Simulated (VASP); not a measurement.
# Be3ZnO (P-6m2) in VASP: notebook

Runs on Be3ZnO. Level: PBE. Tasks: single point, relaxation of cell and atoms.

All numbers are computed with VASP 6.6.1; they aren't measurements. Logs are shortened: lines on timing, memory, paths and dates and some standing lists are left out, and cuts for length are marked.

## (1) The cell of the first run

The structure is hexagonal, space group P-6m2 (No. 187). The conventional cell has a = 4.688 Å, b = 4.688 Å, c = 2.538 Å, α = 90.00°, β = 90.00°, γ = 120.00°. Within 2.6 Å of Be (site symmetry mm2) lie 2 O at 1.87 Å and 6 Be at 2.31 to 2.54 Å and 2 Zn at 2.34 Å. Zn (site symmetry -6m2) has 6 Be at 2.34 Å and 2 Zn at 2.54 Å and 6 O at 2.99 Å within 3.1 Å. O (site symmetry -6m2) has 6 Be at 1.87 Å and 2 O at 2.54 Å within 2.6 Å.

## (2) Single point, PBE

INCAR reads:

```
SYSTEM = Be3ZnO
ALGO = Normal
EDIFF = 1E-7
ENCUT = 520
GGA = PE
ISIF = 2
ISMEAR = 0
LASPH = .True.
LCHARG = .False.
LREAL = .False.
LWAVE = .False.
NBANDS = 35
NELM = 60
PREC = Accurate
SIGMA = 0.2
```

KPOINTS reads:

```
k-points
0
Gamma
  6 6 4
  0 0 0
```

POSCAR reads:

```
Be3ZnO
1.0
    4.6881670594      0.0000000000      0.0000000000
   -2.3440835297      4.0600717706      0.0000000000
    0.0000000000      0.0000000000      5.0769302687
Be Zn O
6 2 2
Direct
    0.8307748653      0.1692251347      0.0000000000
    0.8307748653      0.1692251347      0.5000000000
    0.8307748653      0.6615497306      0.0000000000
    0.8307748653      0.6615497306      0.5000000000
    0.3384502694      0.1692251347      0.0000000000
    0.3384502694      0.1692251347      0.5000000000
    0.3333333333      0.6666666667      0.0000000000
    0.3333333333      0.6666666667      0.5000000000
    1.0000000000      0.0000000000      0.2500000000
    1.0000000000      0.0000000000      0.7500000000
```

Potentials or basis: VASP PAW PBE potentials, release 64 (Be, Zn, O).

Started as:

```
cat potpaw_PBE.64/Be/POTCAR potpaw_PBE.64/Zn/POTCAR potpaw_PBE.64/O/POTCAR > POTCAR
mpirun -np 1 vasp_std > vasp.out
```

OUTCAR:

```text
SYSTEM = Be3ZnO
   EDIFF = 1E-7
   ENCUT = 520
   GGA = PE
   ISIF = 2
   ISMEAR = 0
   LASPH = .True.
   LREAL = .False.
   NELM = 60
   PREC = Accurate

 ion  position               nearest neighbor table
   1  0.831  0.169  0.000-   9 1.87  10 1.87   3 2.31   5 2.31   7 2.34   7 2.34   3 2.38   5 2.38

   2  0.831  0.169  0.500-   9 1.87  10 1.87   4 2.31   6 2.31   8 2.34   8 2.34   4 2.38   6 2.38

   3  0.831  0.662  0.000-   9 1.87  10 1.87   1 2.31   5 2.31   7 2.34   7 2.34   1 2.38   5 2.38
[... 7 lines left out ...]
   7  0.333  0.667  0.000-   5 2.34   3 2.34   1 2.34   1 2.34   5 2.34   3 2.34   8 2.54   8 2.54

   8  0.333  0.667  0.500-   6 2.34   4 2.34   2 2.34   2 2.34   6 2.34   4 2.34   7 2.54   7 2.54

   9  0.000  0.000  0.250-   3 1.87   4 1.87   1 1.87   2 1.87   5 1.87   6 1.87
  10  0.000  0.000  0.750-   3 1.87   4 1.87   1 1.87   2 1.87   5 1.87   6 1.87

  LATTYP: Found a hexagonal cell.
 ALAT       =     4.6881670594
 C/A-ratio  =     1.0829243507

  Lattice vectors:

 A1 = (   4.6881670594,   0.0000000000,   0.0000000000)
 A2 = (  -2.3440835297,   4.0600717706,   0.0000000000)
 A3 = (   0.0000000000,   0.0000000000,   5.0769302687)

Analysis of symmetry for initial positions (statically):
=====================================================================
 Subroutine PRICEL returns following result:

  LATTYP: Found a hexagonal cell.
 ALAT       =     4.6881670594
 C/A-ratio  =     0.5414621753

  Lattice vectors:

 A1 = (   4.6881670594,   0.0000000000,   0.0000000000)
 A2 = (  -2.3440835297,   4.0600717706,   0.0000000000)
 A3 = (   0.0000000000,   0.0000000000,   2.5384651343)

   2 primitive cells build up your supercell.

 Routine SETGRP: Setting up the symmetry group for a
 hexagonal supercell.

 Subroutine GETGRP returns: Found 12 space group operations
 (whereof 12 operations were pure point group operations)
 out of a pool of 24 trial point group operations.

The static configuration has the point symmetry D_3h.

Analysis of symmetry for dynamics (positions and initial velocities):
=====================================================================
 Subroutine PRICEL returns following result:

  LATTYP: Found a hexagonal cell.
 ALAT       =     4.6881670594
 C/A-ratio  =     0.5414621753

[... 120 lines left out ...]
   NSW    =      0    number of steps for IOM
   IBRION =     -1    ionic relax: 0-MD 1-quasi-New 2-CG
   NFREE  =      0    steps in history (QN), initial steepest desc. (CG)
   ISIF   =      2    stress and relaxation
   ISYM   =      2    0-nonsym 1-usesym 2-fastsym
   POTIM  = 0.5000    time-step for ionic-motion
   TEBEG  =    0.0;   TEEND  =   0.0 temperature during run
   PSTRESS=    0.0 pullay stress
   NELECT =      48.0000    total number of electrons
   NUPDOWN=      -1.0000    fix difference up-down
   EMIN   =  10.00;   EMAX   =-10.00  energy-range for DOS
   EFERMI =   0.00;   METHOD = LEGACY
   ISMEAR =     0;   SIGMA  =   0.20  broadening in eV -4-tet -1-fermi 0-gaus
   EFERMI_NEDOS =   21; number of points for ismear=-14 and -15
   IALGO  =     38    algorithm
   IMIX   =      4    mixing-type and parameters
     AMIX     =   0.40;   BMIX     =  1.00
     AMIX_MAG =   1.60;   BMIX_MAG =  1.00
  volume/ion in A,a.u.               =       9.66        65.21
  Fermi-wavevector in a.u.,A,eV,Ry     =   1.296510  2.450049 22.870557  1.680939
  Thomas-Fermi vector in A             =   2.427962
   LORBIT       =      0    0 simple, 1 ext, 2 COOP (PROOUT), +10 PAW based schemes
   GGA     = PE    functional components
   LHFCALC =     F    Hartree Fock is set to
   AEXX    =    0.0000 exact exchange contribution
   IVDW    =     0    specifies the selected vdW correction
   LEPSILON=     F    determine dielectric tensor
   LRPA    =     F    only Hartree local field effects (RPA)
 non-spin polarized calculation
 Gauss-broadening in eV      SIGMA  =   0.20
  energy-cutoff  :      520.00
  volume of cell :       96.64
 maximum number of plane-waves:      2634
 NGX is ok and might be reduce to    36

 number of electron      47.9999973 magnetization

 Free energy of the ion-electron system (eV)
  ---------------------------------------------------
  ext. energy  EPLUGINS =         0.00000000
  ---------------------------------------------------
  free energy    TOTEN  =       -38.21234349 eV

  energy without entropy =      -38.15920962  energy(sigma->0) =      -38.18577656

 E-fermi :   5.3496     XC(G=0): -10.8842

 val. band max:        5.3220451744   @ k =   0.5000  -0.0000   0.2500
 cond. band min:       5.3643605187   @ k =   0.3333  -0.0000   0.0000
 fundamental gap:      0.0423153442
 Fermi energy:         5.3495583844

 k-point     1 :       0.0000    0.0000    0.0000
  band No.  band energies     occupation
      1     -16.3455      2.00000
      2     -15.0660      2.00000
      3      -4.9518      2.00000
      4      -3.0673      2.00000
      5      -3.0462      2.00000
      6      -3.0462      2.00000
[... 787 lines left out ...]
     34      11.0365      0.00000
     35      12.8154      0.00000

------------------------ aborting loop because EDIFF is reached ----------------------------------------

  FORCE on cell =-STRESS in cart. coord.  units (eV):
  Direction    XX          YY          ZZ          XY          YZ          ZX
  --------------------------------------------------------------------------------------
  -------------------------------------------------------------------------------------
  Total        0.1883324      0.1883324     -0.1739561     -0.0000000      0.0000000      0.0000000
  in kB        3.1224650      3.1224650     -2.8841126     -0.0000000      0.0000000      0.0000000
  external PRESSURE =       1.1202725 kB  Pullay stress =       0.0000000 kB

 VOLUME and BASIS-vectors are now :
 -----------------------------------------------------------------------------
  energy-cutoff  :      520.00
  volume of cell :       96.64
      direct lattice vectors                 reciprocal lattice vectors
     4.688167059  0.000000000  0.000000000     0.213302979  0.123150532  0.000000000
    -2.344083530  4.060071771  0.000000000     0.000000000  0.246301065  0.000000000
     0.000000000  0.000000000  5.076930269     0.000000000  0.000000000  0.196969418

 POSITION                                       TOTAL-FORCE (eV/Angst)
 -----------------------------------------------------------------------------------
      3.49813      0.68707      0.00000         0.031293     -0.018067     -0.000000
      3.49813      0.68707      2.53847         0.031293     -0.018067     -0.000000
      2.34408      2.68594      0.00000         0.000000      0.036135      0.000000
      2.34408      2.68594      2.53847         0.000000      0.036135      0.000000
      1.19003      0.68707      0.00000        -0.031293     -0.018067     -0.000000
      1.19003      0.68707      2.53847        -0.031293     -0.018067     -0.000000
     -0.00000      2.70671      0.00000         0.000000     -0.000000      0.000000
     -0.00000      2.70671      2.53847         0.000000     -0.000000      0.000000
      0.00000      0.00000      1.26923         0.000000     -0.000000      0.000000
      0.00000      0.00000      3.80770         0.000000     -0.000000      0.000000
 -----------------------------------------------------------------------------------
    total drift:                                0.000001     -0.000001     -0.000000

  FREE ENERGIE OF THE ION-ELECTRON SYSTEM (eV)
  ---------------------------------------------------
  free  energy   TOTEN  =       -38.2123434936 eV

  energy  without entropy=      -38.1592096164  energy(sigma->0) =      -38.18577656
```

Wall time 58 s (1 thread of Intel Xeon Platinum 8559C (Emerald Rapids), shared host); peak memory 0.25 GiB.

Results:

| Quantity | Value |
| --- | --- |
| Free energy | -38.2123 eV |
| Pressure | 0.1 GPa |
| Largest force | 0.036 eV/Å |
| Band gap on the k mesh | zero (bands 24 and 25 overlap by 0.98 eV) |

Forces in eV/Å, atoms in the order of the input:
```
Be   0.031 -0.018  0.000
Be   0.031 -0.018  0.000
Be   0.000  0.036  0.000
Be   0.000  0.036  0.000
Be  -0.031 -0.018  0.000
Be  -0.031 -0.018  0.000
Zn   0.000  0.000  0.000
Zn   0.000  0.000  0.000
O    0.000  0.000  0.000
O    0.000  0.000  0.000
```

Levels at points of the mesh, in eV from the Fermi level:
```
           k point  band 20  band 21  band 22  band 23  band 24  band 25  band 26  band 27  band 28  band 29
(0.00, 0.00, 0.00)    -2.80    -2.67    -2.53    -2.53    -1.54    -0.05    -0.05     3.57     4.04     4.66
(0.50, 0.00, 0.00)    -4.38    -2.85    -1.23    -1.13    -0.06     0.04     0.53     0.64     4.17     4.80
(0.00, 0.00, 0.50)    -6.68    -1.53    -1.53    -1.53    -1.53    -0.07    -0.07     3.59     3.59     4.97
(0.50, 0.00, 0.50)    -4.56    -3.75    -3.75    -0.41    -0.41     1.94     1.94     4.29     4.29     4.34
```

## (3) Single point, PBE

This run uses another cell than the first one: it holds 5 atoms, not 10.

INCAR reads:

```
SYSTEM = Be3ZnO
PREC = Accurate
ENCUT = 520
EDIFF = 1E-6
ISMEAR = 0
SIGMA = 0.1
LREAL = .FALSE.
LASPH = .TRUE.
NELM = 80
ALGO = Normal
ISIF = 2
LWAVE = .FALSE.
LCHARG = .TRUE.
GGA = PE
LELF = .TRUE.
LVHAR = .TRUE.
NBANDS = 20
```

KPOINTS reads:

```
regular mesh
0
G
  12 12 14
  0 0 0
```

POSCAR reads:

```
Be3ZnO
1.0
    4.6881670594      0.0000000000      0.0000000000
   -2.3440835297      4.0600717706      0.0000000000
    0.0000000000      0.0000000000      2.5384651344
Be Zn O
3 1 1
Direct
    0.8307748653      0.1692251347      0.0000000000
    0.8307748653      0.6615497306      0.0000000000
    0.3384502694      0.1692251347      0.0000000000
    0.3333333333      0.6666666667      0.0000000000
    0.0000000000      0.0000000000      0.5000000000
```

Potentials or basis: VASP PAW PBE potentials, release 64 (Be, Zn, O).

Started as:

```
cat potpaw_PBE.64/Be/POTCAR potpaw_PBE.64/Zn/POTCAR potpaw_PBE.64/O/POTCAR > POTCAR
mpirun -np 1 vasp_std > vasp.out
```

Wall time 72 s (1 thread of Intel Xeon Platinum 8559C (Emerald Rapids), shared host); peak memory 0.27 GiB.

It converged, with:

```
Free energy            : -19.1119 eV
Pressure               : 0.2 GPa
Largest force          : 0.018 eV/Å
Band gap on the k mesh : zero (bands 12 and 13 overlap by 2.49 eV)
```

Forces on the atoms (eV/Å):
```
Be  -0.016  0.009  0.000
Be   0.000 -0.018  0.000
Be   0.016  0.009  0.000
Zn   0.000  0.000  0.000
O    0.000  0.000  0.000
```

Levels at points of the mesh, in eV from the Fermi level:
```csv
k point,band 10,band 11,band 12,band 13,band 14,band 15
"(0.00, 0.00, 0.00)",-4.79,-2.49,-2.49,-1.50,4.93,4.93
"(0.50, 0.00, 0.00)",-4.75,-4.35,-1.10,0.66,4.20,5.62
"(0.00, 0.00, 0.50)",-2.77,-2.64,-0.03,-0.03,3.60,4.08
"(0.50, 0.00, 0.50)",-2.82,-1.19,-0.03,0.06,0.57,4.83
```

## (4) Relaxation of cell and atoms, PBE

This run uses another cell than the first one: it holds 5 atoms, not 10.

INCAR reads:

```
  PREC = Accurate
  ENCUT = 600
  EDIFF = 1E-6
  ISMEAR = 0
  SIGMA = 0.1
  LREAL = F
  LASPH = T
  NELM = 60
  ALGO = Normal
  ISIF = 3
  LWAVE = F
  LCHARG = F
  GGA = PE
  IBRION = 2
  NSW = 100
  EDIFFG = -0.01
```

KPOINTS reads:

```
regular mesh
0
Gamma
  12 12 14
```

POSCAR reads:

```
Be3ZnO
1.0
    4.7008408422      0.0000000000      0.0000000000
   -2.3504204211      4.0710475885      0.0000000000
    0.0000000000      0.0000000000      2.5227530600
Be Zn O
3 1 1
Direct
    0.8304656261      0.1695343739      0.0000000000
    0.8304656261      0.6609312523      0.0000000000
    0.3390687477      0.1695343739      0.0000000000
    0.3333333333      0.6666666667      0.0000000000
    0.0000000000      0.0000000000      0.5000000000
```

Potentials or basis: VASP PAW PBE potentials, release 64 (Be, Zn, O).

Started as:

```
cat potpaw_PBE.64/Be/POTCAR potpaw_PBE.64/Zn/POTCAR potpaw_PBE.64/O/POTCAR > POTCAR
mpirun -np 1 vasp_std > vasp.out
```

OUTCAR:

```text
PREC = Accurate
   ENCUT = 600
   EDIFF = 1E-6
   ISMEAR = 0
   LREAL = F
   LASPH = T
   NELM = 60
   ISIF = 3
   GGA = PE
   IBRION = 2
   NSW = 100
   EDIFFG = -0.01

 ion  position               nearest neighbor table
   1  0.830  0.170  0.000-   5 1.87   5 1.87   3 2.31   2 2.31   4 2.35   4 2.35
   2  0.830  0.661  0.000-   5 1.87   5 1.87   1 2.31   3 2.31   4 2.35   4 2.35
   3  0.339  0.170  0.000-   5 1.87   5 1.87   1 2.31   2 2.31   4 2.35   4 2.35
   4  0.333  0.667  0.000-   2 2.35   2 2.35   1 2.35   3 2.35   3 2.35   1 2.35
   5  0.000  0.000  0.500-   3 1.87   3 1.87   2 1.87   2 1.87   1 1.87   1 1.87

  LATTYP: Found a hexagonal cell.
 ALAT       =     4.7008408422
 C/A-ratio  =     0.5366599604

  Lattice vectors:

 A1 = (   4.7008408422,   0.0000000000,   0.0000000000)
 A2 = (  -2.3504204211,   4.0710475885,   0.0000000000)
 A3 = (   0.0000000000,   0.0000000000,   2.5227530600)

Analysis of symmetry for initial positions (statically):
=====================================================================
 Subroutine PRICEL returns:
 Original cell was already a primitive cell.

 Routine SETGRP: Setting up the symmetry group for a
 hexagonal supercell.
[... 182 lines left out ...]
  -------------------------------------------------------------------------------------
  Total       -0.2056519     -0.2056519      0.4736444     -0.0000000     -0.0000000     -0.0000000
  in kB       -6.8247511     -6.8247511     15.7183333     -0.0000000     -0.0000000     -0.0000000
  external PRESSURE =       0.6896104 kB  Pullay stress =       0.0000000 kB
[... 143 lines left out ...]
--------------------------------------- Ionic step        5  -------------------------------------------

 number of electron      24.0000009 magnetization

 Free energy of the ion-electron system (eV)
  ---------------------------------------------------
  ext. energy  EPLUGINS =         0.00000000
  ---------------------------------------------------
  free energy    TOTEN  =       -19.11424989 eV

  energy without entropy =      -19.10712662  energy(sigma->0) =      -19.11068826

 E-fermi :   5.3107     XC(G=0): -10.8813

 val. band max:        5.3087818529   @ k =   0.1667   0.0000   0.5000
 cond. band min:       5.3136962481   @ k =   0.1667   0.0833   0.4286
 fundamental gap:      0.0049143951
 Fermi energy:         5.3107024789

 k-point     1 :       0.0000    0.0000    0.0000
  band No.  band energies     occupation
      1     -16.3419      2.00000
      2      -3.0760      2.00000
      3      -3.0533      2.00000
      4      -3.0533      2.00000
      5      -2.7915      2.00000
      6      -1.8568      2.00000
[... 433 lines left out ...]
      3      -2.9374      2.00000
      4      -2.8206      2.00000
      5      -2.3900      2.00000
      6      -2.0918      2.00000
[... 8 lines left out ...]
     15       9.8264      0.00000
     16      12.5312      0.00000

 [... further k-points ...]

------------------------ aborting loop because EDIFF is reached ----------------------------------------

  FORCE on cell =-STRESS in cart. coord.  units (eV):
  Direction    XX          YY          ZZ          XY          YZ          ZX
  --------------------------------------------------------------------------------------
  -------------------------------------------------------------------------------------
  Total        0.0060829      0.0060829     -0.0029174      0.0000000      0.0000000      0.0000000
  in kB        0.2015284      0.2015284     -0.0966552      0.0000000      0.0000000      0.0000000
  external PRESSURE =       0.1021338 kB  Pullay stress =       0.0000000 kB
[... 20 lines left out ...]
  FREE ENERGIE OF THE ION-ELECTRON SYSTEM (eV)
  ---------------------------------------------------
  free  energy   TOTEN  =       -19.1142498894 eV

  energy  without entropy=      -19.1071266226  energy(sigma->0) =      -19.11068826

 reached required accuracy - stopping structural energy minimisation
```

Wall time 3.8 min (1 thread of Intel Xeon Platinum 8559C (Emerald Rapids), shared host); peak memory 0.3 GiB.

Results:

* Free energy: -19.1142 eV
* Relaxed volume: 9.67 Å³/atom
* Relaxed cell: a = 4.690 Å, b = 4.690 Å, c = 2.539 Å, α = 90.00°, β = 90.00°, γ = 120.00°
* Space group after relaxing (to 0.1 Å): P-6m2 (No. 187)
* Energy gained by relaxing: 0.4 meV/atom
* Ionic steps: 5
* Pressure after relaxing: 0.0 GPa
* Largest force after relaxing: 0.007 eV/Å
* Band gap on the k mesh: zero (bands 12 and 13 overlap by 2.49 eV)

Forces on the atoms (eV/Å):
```
Be   0.006 -0.003  0.000
Be   0.000  0.007  0.000
Be  -0.006 -0.003  0.000
Zn   0.000  0.000  0.000
O    0.000  0.000  0.000
```

The path:
| step | energy change (eV) | largest force (eV/Å) | pressure (GPa) | volume (Å³) |
| --- | --- | --- | --- | --- |
| 1 | 0.0000 | 0.0004 | 0.07 | 48.28 |
| 2 | -0.0018 | 0.0131 | 0.12 | 48.31 |
| 3 | -0.0019 | 0.0164 | 0.03 | 48.32 |
| 4 | -0.0019 | 0.0168 | 0.10 | 48.32 |
| 5 | -0.0020 | 0.0067 | 0.01 | 48.36 |

Final structure:
```yaml
crystal:
  lattice:
    - [4.68977, 0.00000, 0.00000]
    - [-2.34488, 4.06146, 0.00000]
    - [0.00000, 0.00000, 2.53893]
  atoms:
    - { symbol: Be, position: [0.83057, 0.16943, 0.00000] }
    - { symbol: Be, position: [0.83057, 0.66115, 0.00000] }
    - { symbol: Be, position: [0.33885, 0.16943, 0.00000] }
    - { symbol: Zn, position: [0.33333, 0.66667, 0.00000] }
    - { symbol: O, position: [0.00000, 0.00000, 0.50000] }
```

Levels at points of the mesh, in eV from the Fermi level:
```csv
k point,band 9,band 10,band 11,band 12,band 13,band 14,band 15,band 16
"(0.00, 0.00, 0.00)",-7.00,-4.77,-2.50,-2.50,-1.51,4.93,4.93,5.37
"(0.50, 0.00, 0.00)",-5.79,-4.73,-4.35,-1.10,0.66,4.21,5.62,7.52
"(0.00, 0.00, 0.50)",-6.35,-2.77,-2.64,-0.02,-0.02,3.59,4.07,4.69
"(0.50, 0.00, 0.50)",-6.26,-2.82,-1.19,-0.03,0.07,0.56,4.83,4.90
```

## (5) Overview

```csv
task,cell,k mesh,cutoff (eV),smearing,gap on the mesh (eV),pressure (GPa),largest force (eV/Å)
single point,"a = 4.688, b = 4.688, c = 5.077 Å, angles 90.0, 90.0, 120.0°, 10 atoms, atomic positions A",6 × 6 × 4,520,gaussian 0.2 eV,none,0.1,0.04
single point,"a = 4.688, b = 4.688, c = 2.538 Å, angles 90.0, 90.0, 120.0°, 5 atoms, atomic positions B",12 × 12 × 14,520,gaussian 0.1 eV,none,0.2,0.02
relaxation of cell and atoms,"relaxed from a = 4.701, b = 4.701, c = 2.523 Å, angles 90.0, 90.0, 120.0°, 5 atoms, atomic positions B",12 × 12 × 14,600,gaussian 0.1 eV,none,0.0,0.01
```

Alike in all rows: level PBE; potentials or basis VASP PAW PBE potentials, release 64 (Be, Zn, O); no spin polarisation.

Total energies depend on the potentials used, so only differences within one code and one set of settings carry meaning.
